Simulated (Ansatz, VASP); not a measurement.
## Two plane-wave programs on Pb

```
Pb
1.0
     0.00000    3.58933    3.58933
     3.58933    0.00000    3.58933
     3.58933    3.58933    0.00000
Pb
2
Direct
  0.12500 0.12500 0.12500
  0.87500 0.87500 0.87500
```

Alike in both runs: task single point; functional PBEsol; k mesh 9 × 9 × 9; occupations fermi-dirac, width 0.1 eV; no spin polarisation.

|  | VASP | Ansatz |
| --- | --- | --- |
| version | VASP 6.6.1 | Ansatz 0.2.0 |
| potentials or method | VASP PAW PBE potentials, release 64 (Pb_d), cutoff 520 eV | plane waves (420 eV) with PAW, scalar-relativistic |
| valence electrons in the cell | 28 | 28 |

VASP gave:

| Property | Result |
| --- | --- |
| pressure (GPa) | -2.7 |

Problem. Which values does Ansatz return?

Solution. Pressure (GPa): -2.6.

VASP's potentials were made for PBE, not for PBEsol, and Ansatz warns of the same on its side. With one functional, cell and mesh, what is left measures potentials, basis and numerics.

Neither program's run includes spin-orbit coupling.
